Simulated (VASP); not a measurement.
# SnO (P4/nmm) in VASP: notebook, part 3 of 3

VASP 6.6.1.

### 6 Electric field gradients, PBE (18.18 Å³/atom)

This run uses another cell than the first one, of 18.18 Å³/atom.

File INCAR:

```
SYSTEM = SnO
  PREC = Accurate
  ENCUT = 520
  EDIFF = 1E-8
  ISMEAR = -1
  SIGMA = 0.01
  LREAL = .FALSE.
  LASPH = .TRUE.
  NELM = 100
  ALGO = Normal
  ISIF = 2
  LWAVE = .FALSE.
  LCHARG = .FALSE.
  GGA = PE
  LEFG = .TRUE.
  NBANDS = 28
```

File KPOINTS:

```
Automatic mesh
0
G
  8 8 6
  0 0 0
```

File POSCAR:

```
SnO
1.0
    3.8520320533      0.0000000000      0.0000000000
    0.0000000000      3.8520320533      0.0000000000
    0.0000000000      0.0000000000      4.8996388769
Sn O
2 2
Direct
    0.0000000000      0.5000000000      0.2385000000
    0.5000000000      0.0000000000      0.7615000000
    0.0000000000      0.0000000000      0.0000000000
    0.5000000000      0.5000000000      0.0000000000
```

Potentials or basis: VASP PAW PBE potentials, release 64 (Sn_d, O).

The run is started by

```bash
cat potpaw_PBE.64/Sn_d/POTCAR potpaw_PBE.64/O/POTCAR > POTCAR
mpirun -np 1 vasp_std > vasp.out
```

OUTCAR:

```text
SYSTEM = SnO
   PREC = Accurate
   ENCUT = 520
   EDIFF = 1E-8
   ISMEAR = -1
   LREAL = .FALSE.
   LASPH = .TRUE.
   NELM = 100
   ISIF = 2
   GGA = PE

 ion  position               nearest neighbor table
   1  0.000  0.500  0.239-   3 2.25   4 2.25   3 2.25   4 2.25   2 3.59   2 3.59   2 3.59   2 3.59
                             2 3.74   2 3.74   2 3.74   2 3.74
   2  0.500  0.000  0.761-   3 2.25   4 2.25   4 2.25   3 2.25   1 3.59   1 3.59   1 3.59   1 3.59
                             1 3.74   1 3.74   1 3.74   1 3.74
   3  0.000  0.000  0.000-   1 2.25   2 2.25   1 2.25   2 2.25
   4  0.500  0.500  0.000-   1 2.25   2 2.25   2 2.25   1 2.25

  LATTYP: Found a simple tetragonal cell.
 ALAT       =     3.8520320533
 C/A-ratio  =     1.2719621252

  Lattice vectors:

 A1 = (   3.8520320533,   0.0000000000,   0.0000000000)
 A2 = (   0.0000000000,   3.8520320533,   0.0000000000)
 A3 = (   0.0000000000,   0.0000000000,   4.8996388769)

Analysis of symmetry for initial positions (statically):
=====================================================================
[... 953 lines left out ...]
      1.92602      0.00000      3.73108        -0.000000      0.000000      0.102184
      0.00000      0.00000      0.00000         0.000000     -0.000000      0.000000
      1.92602      1.92602      0.00000         0.000000      0.000000      0.000000
 -----------------------------------------------------------------------------------
    total drift:                                0.000000      0.000000     -0.000000

  FREE ENERGIE OF THE ION-ELECTRON SYSTEM (eV)
  ---------------------------------------------------
  free  energy   TOTEN  =       -22.7156289563 eV

  energy  without entropy=      -22.7156286147  energy(sigma->0) =      -22.71562879

 Electric field gradients (V/A^2)
---------------------------------------------------------------------
 ion       V_xx      V_yy      V_zz      V_xy      V_xz      V_yz
---------------------------------------------------------------------
   1      80.088    80.088  -160.176     0.000     0.000    -0.000
   2      80.088    80.088  -160.176     0.000     0.000    -0.000
   3      -0.942    -0.942     1.883    -0.000     0.000     0.000
   4      -0.942    -0.942     1.883    -0.000     0.000    -0.000
---------------------------------------------------------------------

 Electric field gradients after diagonalization (V/A^2)
 (convention: |V_zz| > |V_xx| > |V_yy|)
----------------------------------------------------------------------
 ion       V_xx      V_yy      V_zz     asymmetry (V_yy - V_xx)/ V_zz
----------------------------------------------------------------------
   1      80.088    80.088  -160.176       0.000
   2      80.088    80.088  -160.176       0.000
   3      -0.942    -0.942     1.883       0.000
   4      -0.942    -0.942     1.883       0.000
----------------------------------------------------------------------

           NMR quadrupolar parameters

 Cq : quadrupolar parameter    Cq=e*Q*V_zz/h
 eta: asymmetry parameters     (V_yy - V_xx)/ V_zz
 Q  : nuclear electric quadrupole moment in mb (millibarn)
----------------------------------------------------------------------
 ion       Cq(MHz)       eta       Q (mb)
----------------------------------------------------------------------
   1      -0.387       0.000       1.000
   2      -0.387       0.000       1.000
   3       0.005       0.000       1.000
   4       0.005       0.000       1.000
----------------------------------------------------------------------
```

Run time: 95 s. Hardware: 1 thread of AMD EPYC 7R43 (Zen 3), shared host; peak memory 0.21 GiB.

Results:

- Free energy: -22.7156 eV
- Pressure: 0.7 GPa
- Largest force: 0.102 eV/Å
- Band gap on the k mesh: 0.17 eV (least direct gap 2.01 eV)
- Largest electric field gradient by atom: Sn -160.2; O +1.9 V/Å²

Forces in eV/Å, atoms in the order of the input:
```
Sn   0.000  0.000 -0.102
Sn   0.000  0.000  0.102
O    0.000  0.000  0.000
O    0.000  0.000  0.000
```

Electric field gradients, principal values (V/Å²):
```csv
atom,least,middle,greatest (by size)
1 Sn,80.088,80.088,-160.176
2 Sn,80.088,80.088,-160.176
3 O,-0.942,-0.942,1.883
4 O,-0.942,-0.942,1.883
```

Caveat: semilocal functionals underestimate gaps, and a narrow one can read as zero; without QUAD_EFG the Cq values of the log hold for a quadrupole moment of 1 mb, not for the nuclei; spin-orbit coupling is left out, which moves the levels of the heavy elements. A k mesh can miss the band edges.

### 7 Overview

```tsv
potentials or basis	cell	cutoff (eV)	gap on the mesh (eV)	pressure (GPa)	largest force (eV/Å)
VASP PAW PBE potentials, release 64 (Sn_d, O_h)	a = 3.802, b = 3.802, c = 4.836 Å, 4 atoms	1000	0.03	4.5	0.43
VASP PAW PBE potentials, release 64 (Sn_d, O_h)	a = 3.827, b = 3.827, c = 4.868 Å, 4 atoms	1000	0.10	2.5	0.15
VASP PAW PBE potentials, release 64 (Sn_d, O)	a = 3.726, b = 3.726, c = 4.836 Å, 4 atoms	520	none	9.4	0.98
VASP PAW PBE potentials, release 64 (Sn_d, O)	a = 3.852, b = 3.852, c = 4.900 Å, 4 atoms	520	0.17	0.7	0.10
```

Alike in all rows: task electric field gradients; level PBE; no spin polarisation; k mesh 8 × 8 × 6; smearing fermi-dirac 0.01 eV.

Caveats: semilocal functionals underestimate gaps, and a narrow one can read as zero; spin-orbit coupling is left out, which moves the levels of the heavy elements; the cell stands under pressure (at least some runs).

Total energies depend on the potentials used, so only differences within one code and one set of settings carry meaning.
